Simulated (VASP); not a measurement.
# MgO (P6_3mc) in VASP: a series of runs, part 2 of 3

VASP 6.6.1. Earlier steps stand in the parts before.

## (3) Single point, PBEsol

This run uses another cell than the first one, of 10.46 Å³/atom, 1.008 times its volume.

Input file INCAR:

```
  PREC = Accurate
  ENCUT = 520
  EDIFF = 1E-7
  ISMEAR = 0
  SIGMA = 0.05
  LREAL = F
  LASPH = T
  NELM = 100
  ALGO = Normal
  ISIF = 2
  LWAVE = F
  LCHARG = F
  GGA = PS
  NBANDS = 16
```

Input file KPOINTS:

```
Automatic mesh
0
Gamma
  9 9 6
```

Input file POSCAR:

```
MgO
1.0
    3.0722000000      0.0000000000      0.0000000000
   -1.5361000000      2.6606032455      0.0000000000
    0.0000000000      0.0000000000      5.1198000000
Mg O
2 2
Direct
    0.3333333333      0.6666666667      0.0036583380
    0.6666666667      0.3333333333      0.5036583380
    0.3333333333      0.6666666667      0.4009416620
    0.6666666667      0.3333333333      0.9009416620
```

Potentials or basis: VASP PAW PBE potentials, release 64 (Mg, O).

The run is started by

```
> cat potpaw_PBE.64/Mg/POTCAR potpaw_PBE.64/O/POTCAR > POTCAR
> mpirun -np 1 vasp_std > vasp.out
```

OUTCAR:

```text
PREC = Accurate
   ENCUT = 520
   EDIFF = 1E-7
   ISMEAR = 0
   LREAL = F
   LASPH = T
   NELM = 100
   ISIF = 2
   GGA = PS

 ion  position               nearest neighbor table
   1  0.333  0.667  0.004-   4 1.85   4 1.85   4 1.85   3 2.03   2 3.11   2 3.11   2 3.11   2 3.11
                             2 3.11   2 3.11
   2  0.667  0.333  0.504-   3 1.85   3 1.85   3 1.85   4 2.03   1 3.11   1 3.11   1 3.11   1 3.11
                             1 3.11   1 3.11
   3  0.333  0.667  0.401-   2 1.85   2 1.85   2 1.85   1 2.03
   4  0.667  0.333  0.901-   1 1.85   1 1.85   1 1.85   2 2.03

  LATTYP: Found a hexagonal cell.
 ALAT       =     3.0722000000
 C/A-ratio  =     1.6664930669

  Lattice vectors:

 A1 = (   3.0722000000,   0.0000000000,   0.0000000000)
 A2 = (  -1.5361000000,   2.6606032455,   0.0000000000)
 A3 = (   0.0000000000,   0.0000000000,   5.1198000000)

Analysis of symmetry for initial positions (statically):
=====================================================================
 Subroutine PRICEL returns:
 Original cell was already a primitive cell.

 Routine SETGRP: Setting up the symmetry group for a
 hexagonal supercell.

 Subroutine GETGRP returns: Found 12 space group operations
 (whereof  6 operations were pure point group operations)
 out of a pool of 24 trial point group operations.

The static configuration has the point symmetry C_3v.
 The point group associated with its full space group is C_6v.

Analysis of symmetry for dynamics (positions and initial velocities):
=====================================================================
 Subroutine PRICEL returns:
 Original cell was already a primitive cell.

 Routine SETGRP: Setting up the symmetry group for a
 hexagonal supercell.

 Subroutine GETGRP returns: Found 12 space group operations
[... 120 lines left out ...]
   NUPDOWN=      -1.0000    fix difference up-down
   EMIN   =  10.00;   EMAX   =-10.00  energy-range for DOS
   EFERMI =   0.00;   METHOD = LEGACY
   ISMEAR =     0;   SIGMA  =   0.05  broadening in eV -4-tet -1-fermi 0-gaus
   EFERMI_NEDOS =   21; number of points for ismear=-14 and -15
   IALGO  =     38    algorithm
   IMIX   =      4    mixing-type and parameters
     AMIX     =   0.40;   BMIX     =  1.00
     AMIX_MAG =   1.60;   BMIX_MAG =  1.00
  volume/ion in A,a.u.               =      10.46        70.60
  Fermi-wavevector in a.u.,A,eV,Ry     =   1.188194  2.245361 19.208767  1.411805
  Thomas-Fermi vector in A             =   2.324329
   LORBIT       =      0    0 simple, 1 ext, 2 COOP (PROOUT), +10 PAW based schemes
   GGA     = PS    functional components
   LHFCALC =     F    Hartree Fock is set to
   AEXX    =    0.0000 exact exchange contribution
   IVDW    =     0    specifies the selected vdW correction
   LEPSILON=     F    determine dielectric tensor
   LRPA    =     F    only Hartree local field effects (RPA)
 non-spin polarized calculation
 Gauss-broadening in eV      SIGMA  =   0.05
  energy-cutoff  :      520.00
  volume of cell :       41.85
 maximum number of plane-waves:      1172
 NGX is ok and might be reduce to    24
   NGX = 11   NGY = 11   NGZ = 19

 number of electron      16.0000011 magnetization

 Free energy of the ion-electron system (eV)
  ---------------------------------------------------
  ext. energy  EPLUGINS =         0.00000000
  ---------------------------------------------------
  free energy    TOTEN  =       -23.98319641 eV

  energy without entropy =      -23.98319641  energy(sigma->0) =      -23.98319641

 E-fermi :   1.6933     XC(G=0): -10.5141

 val. band max:        1.4620811452   @ k =   0.0000   0.0000   0.0000
 cond. band min:       5.7233960850   @ k =   0.0000   0.0000   0.0000
 fundamental gap:      4.2613149398
 Fermi energy:         1.6933065667

 k-point     1 :       0.0000    0.0000    0.0000
  band No.  band energies     occupation
      1     -14.8952      2.00000
      2     -14.0428      2.00000
      3      -2.1768      2.00000
      4       1.0843      2.00000
      5       1.0843      2.00000
      6       1.2987      2.00000
[... 433 lines left out ...]
      3      -1.2657      2.00000
      4      -0.6213      2.00000
      5      -0.6213      2.00000
      6      -0.1287      2.00000
[... 8 lines left out ...]
     15      15.8781      0.00000
     16      21.4466      0.00000

 [... further k-points ...]
[... 5 lines left out ...]
  --------------------------------------------------------------------------------------
  -------------------------------------------------------------------------------------
  Total        8.5695900      8.5695900      0.9629711      0.0000000      0.0000000      0.0000000
  in kB      328.0862505    328.0862505     36.8672927      0.0000000      0.0000000      0.0000000
  external PRESSURE =     231.0132646 kB  Pullay stress =       0.0000000 kB

 VOLUME and BASIS-vectors are now :
 -----------------------------------------------------------------------------
  energy-cutoff  :      520.00
  volume of cell :       41.85
      direct lattice vectors                 reciprocal lattice vectors
     3.072200000  0.000000000  0.000000000     0.325499642  0.187927306  0.000000000
    -1.536100000  2.660603245  0.000000000     0.000000000  0.375854612  0.000000000
     0.000000000  0.000000000  5.119800000     0.000000000  0.000000000  0.195320130

 POSITION                                       TOTAL-FORCE (eV/Angst)
 -----------------------------------------------------------------------------------
     -0.00000      1.77374      0.01873         0.000000      0.000000      1.134705
      1.53610      0.88687      2.57863        -0.000000      0.000000      1.134705
     -0.00000      1.77374      2.05274        -0.000000     -0.000000     -1.134705
      1.53610      0.88687      4.61264         0.000000      0.000000     -1.134705
 -----------------------------------------------------------------------------------
    total drift:                               -0.000000     -0.000000     -0.002591

  FREE ENERGIE OF THE ION-ELECTRON SYSTEM (eV)
  ---------------------------------------------------
  free  energy   TOTEN  =       -23.9831964061 eV

  energy  without entropy=      -23.9831964061  energy(sigma->0) =      -23.98319641
```

OSZICAR:

```text
N       E                     dE             d eps       ncg     rms          rms(c)
DAV:   1     0.583892901560E+02    0.58389E+02   -0.77160E+03  1536   0.897E+02
DAV:   2    -0.246591604563E+02   -0.83048E+02   -0.77885E+02  2104   0.204E+02
DAV:   3    -0.281707339392E+02   -0.35116E+01   -0.35071E+01  1760   0.421E+01
DAV:   4    -0.281844891036E+02   -0.13755E-01   -0.13755E-01  1936   0.307E+00
DAV:   5    -0.281845550757E+02   -0.65972E-04   -0.65972E-04  1832   0.199E-01    0.115E+01
DAV:   6    -0.240765164745E+02    0.41080E+01   -0.10691E+01  1536   0.252E+01    0.351E+00
DAV:   7    -0.240149991740E+02    0.61517E-01   -0.13703E-01  1552   0.293E+00    0.214E+00
DAV:   8    -0.239847515667E+02    0.30248E-01   -0.71632E-02  1672   0.295E+00    0.426E-01
DAV:   9    -0.239828620680E+02    0.18895E-02   -0.35270E-03  1832   0.528E-01    0.125E-01
DAV:  10    -0.239831894738E+02   -0.32741E-03   -0.42895E-04  1592   0.154E-01    0.135E-02
DAV:  11    -0.239831947405E+02   -0.52667E-05   -0.10722E-05  1912   0.265E-02    0.735E-03
DAV:  12    -0.239831963357E+02   -0.15953E-05   -0.29917E-06  1576   0.143E-02    0.422E-03
DAV:  13    -0.239831964061E+02   -0.70377E-07   -0.25232E-07  1632   0.478E-03
   1 F= -.23983196E+02 E0= -.23983196E+02  d E =-.328558E-13
```

stdout:

```text
POSCAR found type information on POSCAR MgO
 POSCAR found :  2 types and       4 ions
 scaLAPACK will be used
 -----------------------------------------------------------------------------
|                                                                             |
|                                                                             |
|     You enforced a specific xc type in the INCAR file but a different       |
|     I HOPE YOU KNOW WHAT YOU ARE DOING!                                     |
|                                                                             |
 -----------------------------------------------------------------------------

 LDA part: xc-table for (Slater+PW92), standard interpolation
 POSCAR, INCAR and KPOINTS ok, starting setup
 FFT: planning ... GRIDC
 FFT: planning ... GRID_SOFT
 FFT: planning ... GRID
 WAVECAR not read
 entering main loop
```

It took 17 s on 1 thread of AMD EPYC 9R45 (Zen 5), shared host; peak memory 0.14 GiB.

Results:

```yaml
Free_energy: -23.9832 eV
Pressure: 23.1 GPa
Largest_force: 1.135 eV/Å
Band_gap_on_the_k_mesh: 4.26 eV, direct
```

Forces in eV/Å, atoms in the order of the input:
```
Mg   0.000  0.000  1.135
Mg   0.000  0.000  1.135
O    0.000  0.000 -1.135
O    0.000  0.000 -1.135
```

Caveat: the PAW data sets were made with another functional, which shifts forces and pressure a little.

(Part 2 of 3 ends here.)
